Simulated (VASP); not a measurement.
# MgO (Ama2) in VASP: notebook, part 2 of 2

VASP 6.6.1.

## 5. Single point, PBE (mode 8 frozen in at -0.045 Å, strain +e along z and -e/2 along x and y +0.0700)

File INCAR:

```
PREC     = Accurate       # precision mode
ENCUT    = 520            # plane-wave cutoff, eV
EDIFF    = 1E-6           # SCF threshold, eV
ISMEAR   = 0              # smearing method
SIGMA    = 0.05           # smearing width, eV
LREAL    = F              # projectors in reciprocal space
LASPH    = T              # aspherical terms in the spheres
NELM     = 100            # most SCF steps
ALGO     = Normal         # electronic algorithm
ISIF     = 2              # what is computed and relaxed
LWAVE    = F              # write WAVECAR
LCHARG   = F              # write CHGCAR
GGA      = PE             # functional
NBANDS   = 16             # bands
```

File KPOINTS:

```
Automatic mesh
0
Gamma
  9 9 6
```

File POSCAR:

```
MgO
1.0
    3.3980704147      0.0000000000      0.0000000000
   -1.6990352074      2.9428153030      0.0000000000
    0.0000000000      0.0000000000      4.5361391971
Mg O
2 2
Direct
    0.6750787713      0.3333333333      0.7500000000
    0.3417454380      0.6666666667      0.2500000000
    0.6538873553      0.3333333333      0.2500000000
    0.3205540219      0.6666666667      0.7500000000
```

Potentials or basis: VASP PAW PBE potentials, release 64 (Mg, O).

Started as:

```sh
> cat potpaw_PBE.64/Mg/POTCAR potpaw_PBE.64/O/POTCAR > POTCAR
> mpirun -np 1 vasp_std > vasp.out
```

OUTCAR:

```text
PREC = Accurate
   ENCUT = 520
   EDIFF = 1E-6
   ISMEAR = 0
   LREAL = F
   LASPH = T
   NELM = 100
   ISIF = 2
   GGA = PE

 ion  position               nearest neighbor table
   1  0.675  0.333  0.750-   4 1.90   4 1.96   4 2.02   3 2.27   3 2.27   2 3.00   2 3.00   2 3.00
                             2 3.00   2 3.00   2 3.00
   2  0.342  0.667  0.250-   3 1.90   3 1.96   3 2.02   4 2.27   4 2.27   1 3.00   1 3.00   1 3.00
                             1 3.00   1 3.00   1 3.00
   3  0.654  0.333  0.250-   2 1.90   2 1.96   2 2.02   1 2.27   1 2.27
   4  0.321  0.667  0.750-   1 1.90   1 1.96   1 2.02   2 2.27   2 2.27

  LATTYP: Found a hexagonal cell.
 ALAT       =     3.3980704147
 C/A-ratio  =     1.3349161858

  Lattice vectors:

 A1 = (   3.3980704147,   0.0000000000,   0.0000000000)
 A2 = (  -1.6990352074,   2.9428153030,   0.0000000000)
 A3 = (   0.0000000000,   0.0000000000,   4.5361391971)

Analysis of symmetry for initial positions (statically):
=====================================================================
 Subroutine PRICEL returns:
 Original cell was already a primitive cell.

 Routine SETGRP: Setting up the symmetry group for a
 hexagonal supercell.

 Subroutine GETGRP returns: Found  4 space group operations
 (whereof  2 operations were pure point group operations)
 out of a pool of 24 trial point group operations.

The static configuration has the point symmetry C_2 .
 The point group associated with its full space group is C_2v.

Analysis of symmetry for dynamics (positions and initial velocities):
=====================================================================
 Subroutine PRICEL returns:
 Original cell was already a primitive cell.

 Routine SETGRP: Setting up the symmetry group for a
 hexagonal supercell.

 Subroutine GETGRP returns: Found  4 space group operations
 (whereof  2 operations were pure point group operations)
 out of a pool of 24 trial point group operations.
[... 121 lines left out ...]
   ISMEAR =     0;   SIGMA  =   0.05  broadening in eV -4-tet -1-fermi 0-gaus
   EFERMI_NEDOS =   21; number of points for ismear=-14 and -15
   IALGO  =     38    algorithm
   IMIX   =      4    mixing-type and parameters
     AMIX     =   0.40;   BMIX     =  1.00
     AMIX_MAG =   1.60;   BMIX_MAG =  1.00
  volume/ion in A,a.u.               =      11.34        76.53
  Fermi-wavevector in a.u.,A,eV,Ry     =   1.156700  2.185847 18.203996  1.337956
  Thomas-Fermi vector in A             =   2.293318
   LORBIT       =      0    0 simple, 1 ext, 2 COOP (PROOUT), +10 PAW based schemes
   GGA     = PE    functional components
   LHFCALC =     F    Hartree Fock is set to
   AEXX    =    0.0000 exact exchange contribution
   IVDW    =     0    specifies the selected vdW correction
   LEPSILON=     F    determine dielectric tensor
   LRPA    =     F    only Hartree local field effects (RPA)
 non-spin polarized calculation
 Gauss-broadening in eV      SIGMA  =   0.05
  energy-cutoff  :      520.00
  volume of cell :       45.36
 maximum number of plane-waves:      1253
 NGX is ok and might be reduce to    28
   NGX = 13   NGY = 13   NGZ = 17

 number of electron      16.0000002 magnetization

 Free energy of the ion-electron system (eV)
  ---------------------------------------------------
  ext. energy  EPLUGINS =         0.00000000
  ---------------------------------------------------
  free energy    TOTEN  =       -23.46909521 eV

  energy without entropy =      -23.46909521  energy(sigma->0) =      -23.46909521

 E-fermi :   2.1599     XC(G=0):  -9.9519

 val. band max:        1.9271491176   @ k =   0.0000   0.0000   0.0000
 cond. band min:       5.0809287674   @ k =   0.0000   0.0000   0.0000
 fundamental gap:      3.1537796498
 Fermi energy:         2.1599400840

 k-point     1 :       0.0000    0.0000    0.0000
  band No.  band energies     occupation
      1     -14.9718      2.00000
      2     -13.8444      2.00000
      3      -1.8687      2.00000
      4       0.2864      2.00000
      5       0.2919      2.00000
      6       0.9391      2.00000
[... 433 lines left out ...]
      3      -1.5964      2.00000
      4      -0.5599      2.00000
      5      -0.2789      2.00000
      6      -0.2662      2.00000
[... 8 lines left out ...]
     15      15.1168      0.00000
     16      17.1789      0.00000

 [... further k-points ...]
[... 5 lines left out ...]
  --------------------------------------------------------------------------------------
  -------------------------------------------------------------------------------------
  Total        2.2474367      2.0578655     -2.0689362     -0.0000000      0.0000000      0.0000000
  in kB       79.3809515     72.6851696    -73.0761952     -0.0000000      0.0000000      0.0000000
  external PRESSURE =      26.3299753 kB  Pullay stress =       0.0000000 kB

 VOLUME and BASIS-vectors are now :
 -----------------------------------------------------------------------------
  energy-cutoff  :      520.00
  volume of cell :       45.36
      direct lattice vectors                 reciprocal lattice vectors
     3.398070415  0.000000000  0.000000000     0.294284661  0.169905328  0.000000000
    -1.699035207  2.942815303  0.000000000     0.000000000  0.339810656  0.000000000
     0.000000000  0.000000000  4.536139197     0.000000000  0.000000000  0.220451789

 POSITION                                       TOTAL-FORCE (eV/Angst)
 -----------------------------------------------------------------------------------
      1.72762      0.98094      3.40210        -0.873166     -0.107790     -0.000000
      0.02858      1.96188      1.13403        -0.873166      0.107790     -0.000000
      1.65561      0.98094      1.13403         0.873166     -0.109078      0.000000
     -0.04343      1.96188      3.40210         0.873166      0.109078     -0.000000
 -----------------------------------------------------------------------------------
    total drift:                               -0.000058      0.000000     -0.000000

  FREE ENERGIE OF THE ION-ELECTRON SYSTEM (eV)
  ---------------------------------------------------
  free  energy   TOTEN  =       -23.4690952106 eV

  energy  without entropy=      -23.4690952106  energy(sigma->0) =      -23.46909521
```

OSZICAR:

```text
N       E                     dE             d eps       ncg     rms          rms(c)
DAV:   1     0.614336853925E+02    0.61434E+02   -0.76050E+03  3208   0.886E+02
DAV:   2    -0.234710361394E+02   -0.84905E+02   -0.78121E+02  4560   0.196E+02
DAV:   3    -0.275085399765E+02   -0.40375E+01   -0.40246E+01  3512   0.442E+01
DAV:   4    -0.275247902922E+02   -0.16250E-01   -0.16250E-01  3816   0.327E+00
DAV:   5    -0.275248699536E+02   -0.79661E-04   -0.79661E-04  3608   0.220E-01    0.114E+01
DAV:   6    -0.235265599215E+02    0.39983E+01   -0.10915E+01  3216   0.254E+01    0.369E+00
DAV:   7    -0.234812297841E+02    0.45330E-01   -0.15803E-01  3248   0.322E+00    0.214E+00
DAV:   8    -0.234707086934E+02    0.10521E-01   -0.91356E-02  3296   0.328E+00    0.499E-01
DAV:   9    -0.234682407287E+02    0.24680E-02   -0.47580E-03  3944   0.633E-01    0.122E-01
DAV:  10    -0.234690710471E+02   -0.83032E-03   -0.90757E-04  3208   0.204E-01    0.230E-02
DAV:  11    -0.234690919511E+02   -0.20904E-04   -0.21619E-05  3520   0.342E-02    0.127E-02
DAV:  12    -0.234690951953E+02   -0.32442E-05   -0.49189E-06  3232   0.177E-02    0.543E-03
DAV:  13    -0.234690952106E+02   -0.15267E-07   -0.78220E-07  2592   0.811E-03
   1 F= -.23469095E+02 E0= -.23469095E+02  d E =-.223722E-13
```

stdout:

```text
POSCAR found type information on POSCAR MgO
 POSCAR found :  2 types and       4 ions
 scaLAPACK will be used
 LDA part: xc-table for (Slater+PW92), standard interpolation
 POSCAR, INCAR and KPOINTS ok, starting setup
 FFT: planning ... GRIDC
 FFT: planning ... GRID_SOFT
 FFT: planning ... GRID
 WAVECAR not read
 entering main loop
```

It took 27 s on 1 thread of AMD EPYC 9R45 (Zen 5), shared host; peak memory 0.18 GiB.

Results:

```
Free energy            : -23.4691 eV
Pressure               : 2.6 GPa
Largest force          : 0.880 eV/Å
Band gap on the k mesh : 3.15 eV, direct
```

Forces in eV/Å, atoms in the order of the input:
```
Mg  -0.873 -0.108  0.000
Mg  -0.873  0.108  0.000
O    0.873 -0.109  0.000
O    0.873  0.109  0.000
```

Caveat: the cell differs from its parent crystal (mode 8 frozen in at -0.045 Å, strain +e along z and -e/2 along x and y +0.0700).

## 6. Single point, PBE (mode 8 frozen in at -0.015 Å, strain +e along z and -e/2 along x and y -0.0700)

File INCAR:

```
SYSTEM = MgO
PREC     = Accurate       ! precision mode
ENCUT    = 520            ! plane-wave cutoff, eV
EDIFF    = 1E-7           ! SCF threshold, eV
ISMEAR   = 0              ! smearing method
SIGMA    = 0.05           ! smearing width, eV
LREAL    = .False.        ! projectors in reciprocal space
LASPH    = .True.         ! aspherical terms in the spheres
NELM     = 60             ! most SCF steps
ALGO     = Normal         ! electronic algorithm
ISIF     = 2              ! what is computed and relaxed
LWAVE    = .False.        ! write WAVECAR
LCHARG   = .False.        ! write CHGCAR
GGA      = PE             ! functional
NBANDS   = 16             ! bands
```

File KPOINTS:

```
Automatic mesh
0
Gamma
  9 9 6
  0 0 0
```

File POSCAR:

```
MgO
1.0
    3.6445625691      0.0000000000      0.0000000000
   -1.8222812846      3.1562837705      0.0000000000
    0.0000000000      0.0000000000      3.9426256573
Mg O
2 2
Direct
    0.6694707015      0.3333333333      0.7500000000
    0.3361373682      0.6666666667      0.2500000000
    0.6624068962      0.3333333333      0.2500000000
    0.3290735629      0.6666666667      0.7500000000
```

Potentials or basis: VASP PAW PBE potentials, release 64 (Mg, O).

Started as:

```sh
> cat potpaw_PBE.64/Mg/POTCAR potpaw_PBE.64/O/POTCAR > POTCAR
> mpirun -np 1 vasp_std > vasp.out
```

OUTCAR:

```text
SYSTEM = MgO
   PREC = Accurate
   ENCUT = 520
   EDIFF = 1E-7
   ISMEAR = 0
   LREAL = .False.
   LASPH = .True.
   NELM = 60
   ISIF = 2
   GGA = PE

 ion  position               nearest neighbor table
   1  0.669  0.333  0.750-   3 1.97   3 1.97   4 2.08   4 2.10   4 2.13   2 2.88   2 2.88   2 2.88
                             2 2.88   2 2.88   2 2.88
   2  0.336  0.667  0.250-   4 1.97   4 1.97   3 2.08   3 2.10   3 2.13   1 2.88   1 2.88   1 2.88
                             1 2.88   1 2.88   1 2.88
   3  0.662  0.333  0.250-   1 1.97   1 1.97   2 2.08   2 2.10   2 2.13
   4  0.329  0.667  0.750-   2 1.97   2 1.97   1 2.08   1 2.10   1 2.13

  LATTYP: Found a hexagonal cell.
 ALAT       =     3.6445625691
 C/A-ratio  =     1.0817829527

  Lattice vectors:

 A1 = (   3.6445625691,   0.0000000000,   0.0000000000)
 A2 = (  -1.8222812846,   3.1562837705,   0.0000000000)
 A3 = (   0.0000000000,   0.0000000000,   3.9426256573)

Analysis of symmetry for initial positions (statically):
=====================================================================
 Subroutine PRICEL returns:
 Original cell was already a primitive cell.

 Routine SETGRP: Setting up the symmetry group for a
 hexagonal supercell.

 Subroutine GETGRP returns: Found  4 space group operations
 (whereof  2 operations were pure point group operations)
 out of a pool of 24 trial point group operations.

The static configuration has the point symmetry C_2 .
 The point group associated with its full space group is C_2v.

Analysis of symmetry for dynamics (positions and initial velocities):
=====================================================================
 Subroutine PRICEL returns:
 Original cell was already a primitive cell.

 Routine SETGRP: Setting up the symmetry group for a
 hexagonal supercell.

[... 122 lines left out ...]
   EMIN   =  10.00;   EMAX   =-10.00  energy-range for DOS
   EFERMI =   0.00;   METHOD = LEGACY
   ISMEAR =     0;   SIGMA  =   0.05  broadening in eV -4-tet -1-fermi 0-gaus
   EFERMI_NEDOS =   21; number of points for ismear=-14 and -15
   IALGO  =     38    algorithm
   IMIX   =      4    mixing-type and parameters
     AMIX     =   0.40;   BMIX     =  1.00
     AMIX_MAG =   1.60;   BMIX_MAG =  1.00
  volume/ion in A,a.u.               =      11.34        76.51
  Fermi-wavevector in a.u.,A,eV,Ry     =   1.156767  2.185972 18.206085  1.338109
  Thomas-Fermi vector in A             =   2.293384
   LORBIT       =      0    0 simple, 1 ext, 2 COOP (PROOUT), +10 PAW based schemes
   GGA     = PE    functional components
   LHFCALC =     F    Hartree Fock is set to
   AEXX    =    0.0000 exact exchange contribution
   IVDW    =     0    specifies the selected vdW correction
   LEPSILON=     F    determine dielectric tensor
   LRPA    =     F    only Hartree local field effects (RPA)
 non-spin polarized calculation
 Gauss-broadening in eV      SIGMA  =   0.05
  energy-cutoff  :      520.00
  volume of cell :       45.35
 maximum number of plane-waves:      1239
   NGX = 13   NGY = 13   NGZ = 15

 number of electron      16.0000001 magnetization

 Free energy of the ion-electron system (eV)
  ---------------------------------------------------
  ext. energy  EPLUGINS =         0.00000000
  ---------------------------------------------------
  free energy    TOTEN  =       -23.47593549 eV

  energy without entropy =      -23.47593549  energy(sigma->0) =      -23.47593549

 E-fermi :   1.8410     XC(G=0):  -9.8938

 val. band max:        1.5908633262   @ k =   0.0000   0.0000   0.0000
 cond. band min:       5.0158452000   @ k =   0.0000   0.0000   0.0000
 fundamental gap:      3.4249818738
 Fermi energy:         1.8410143962

 k-point     1 :       0.0000    0.0000    0.0000
  band No.  band energies     occupation
      1     -15.0815      2.00000
      2     -13.6273      2.00000
      3      -1.5425      2.00000
      4      -0.0839      2.00000
      5      -0.0836      2.00000
      6       1.1055      2.00000
[... 433 lines left out ...]
      3      -1.7345      2.00000
      4      -0.4895      2.00000
      5      -0.3501      2.00000
      6       0.0228      2.00000
[... 8 lines left out ...]
     15      16.1366      0.00000
     16      16.7439      0.00000

 [... further k-points ...]
[... 5 lines left out ...]
  --------------------------------------------------------------------------------------
  -------------------------------------------------------------------------------------
  Total       -0.9804330     -0.9954297      5.0361589      0.0000000      0.0000000      0.0000000
  in kB      -34.6355026    -35.1652870    177.9110867      0.0000000      0.0000000      0.0000000
  external PRESSURE =      36.0367657 kB  Pullay stress =       0.0000000 kB

 VOLUME and BASIS-vectors are now :
 -----------------------------------------------------------------------------
  energy-cutoff  :      520.00
  volume of cell :       45.35
      direct lattice vectors                 reciprocal lattice vectors
     3.644562569  0.000000000  0.000000000     0.274381351  0.158414147  0.000000000
    -1.822281285  3.156283770  0.000000000     0.000000000  0.316828293  0.000000000
     0.000000000  0.000000000  3.942625657     0.000000000  0.000000000  0.253638080

 POSITION                                       TOTAL-FORCE (eV/Angst)
 -----------------------------------------------------------------------------------
      1.83250      1.05209      2.95697        -0.126731     -0.005652      0.000000
      0.01022      2.10419      0.98566        -0.126731      0.005652      0.000000
      1.80676      1.05209      0.98566         0.126731     -0.006095      0.000000
     -0.01552      2.10419      2.95697         0.126731      0.006095     -0.000000
 -----------------------------------------------------------------------------------
    total drift:                                0.000589      0.000002      0.000000

  FREE ENERGIE OF THE ION-ELECTRON SYSTEM (eV)
  ---------------------------------------------------
  free  energy   TOTEN  =       -23.4759354917 eV

  energy  without entropy=      -23.4759354917  energy(sigma->0) =      -23.47593549
```

OSZICAR:

```text
N       E                     dE             d eps       ncg     rms          rms(c)
DAV:   1     0.605897741135E+02    0.60590E+02   -0.75296E+03  3224   0.885E+02
DAV:   2    -0.237714813301E+02   -0.84361E+02   -0.77317E+02  4440   0.195E+02
DAV:   3    -0.276427305863E+02   -0.38712E+01   -0.38621E+01  3744   0.436E+01
DAV:   4    -0.276590217404E+02   -0.16291E-01   -0.16290E-01  3936   0.329E+00
DAV:   5    -0.276591080015E+02   -0.86261E-04   -0.86260E-04  3760   0.229E-01    0.113E+01
DAV:   6    -0.235637654753E+02    0.40953E+01   -0.10692E+01  3544   0.252E+01    0.361E+00
DAV:   7    -0.235025878482E+02    0.61178E-01   -0.15843E-01  3200   0.317E+00    0.217E+00
DAV:   8    -0.234781821492E+02    0.24406E-01   -0.10925E-01  3504   0.345E+00    0.569E-01
DAV:   9    -0.234750290039E+02    0.31531E-02   -0.13036E-02  4016   0.987E-01    0.145E-01
DAV:  10    -0.234759079579E+02   -0.87895E-03   -0.11102E-03  3200   0.283E-01    0.405E-02
DAV:  11    -0.234759352725E+02   -0.27315E-04   -0.52983E-05  3704   0.584E-02    0.226E-02
DAV:  12    -0.234759374529E+02   -0.21804E-05   -0.99432E-06  3264   0.217E-02    0.115E-02
DAV:  13    -0.234759354547E+02    0.19981E-05   -0.70928E-06  4184   0.208E-02    0.845E-04
DAV:  14    -0.234759354917E+02   -0.36988E-07   -0.15873E-07  2568   0.338E-03
   1 F= -.23475935E+02 E0= -.23475935E+02  d E =-.782116E-15
```

stdout:

```text
POSCAR found type information on POSCAR MgO
 POSCAR found :  2 types and       4 ions
 scaLAPACK will be used
 LDA part: xc-table for (Slater+PW92), standard interpolation
 POSCAR, INCAR and KPOINTS ok, starting setup
 FFT: planning ... GRIDC
 FFT: planning ... GRID_SOFT
 FFT: planning ... GRID
 WAVECAR not read
 entering main loop
```

Run time: 26 s. Hardware: 1 thread of AMD EPYC 9R45 (Zen 5), shared host; peak memory 0.18 GiB.

What came out:

| Property | Result |
| --- | --- |
| Free energy | -23.4759 eV |
| Pressure | 3.6 GPa |
| Largest force | 0.127 eV/Å |
| Band gap on the k mesh | 3.42 eV, direct |

Forces on the atoms (eV/Å):
```
Mg  -0.127 -0.006  0.000
Mg  -0.127  0.006  0.000
O    0.127 -0.006  0.000
O    0.127  0.006  0.000
```

Stress tensor (GPa, compression positive):
```
-3.46  0.00  0.00
 0.00 -3.52  0.00
 0.00  0.00 17.79
```

Caveat: the cell differs from its parent crystal (mode 8 frozen in at -0.015 Å, strain +e along z and -e/2 along x and y -0.0700).

## 7. Summary

```tsv
cell	gap on the mesh (eV)	pressure (GPa)	largest force (eV/Å)
a = 3.439, b = 3.439, c = 4.437 Å, angles 90.0, 90.0, 120.0°, 4 atoms	3.17	1.5	1.07
a = 3.604, b = 3.604, c = 4.041 Å, angles 90.0, 90.0, 120.0°, 4 atoms	3.37	1.4	0.31
a = 3.562, b = 3.562, c = 4.141 Å, angles 90.0, 90.0, 120.0°, 4 atoms	3.31	0.0	0.18
a = 3.398, b = 3.398, c = 4.536 Å, angles 90.0, 90.0, 120.0°, 4 atoms	3.15	2.6	0.88
a = 3.645, b = 3.645, c = 3.943 Å, angles 90.0, 90.0, 120.0°, 4 atoms	3.42	3.6	0.13
```

Alike in all rows: task single point; level PBE; potentials or basis VASP PAW PBE potentials, release 64 (Mg, O); no spin polarisation; k mesh 9 × 9 × 6; cutoff (eV) 520; smearing gaussian 0.05 eV.

Caveats: forces of over 1 eV/Å act on the atoms, so gaps and moduli don't describe the material at rest (some runs).

Absolute energies hang on the potentials; compare differences alone.
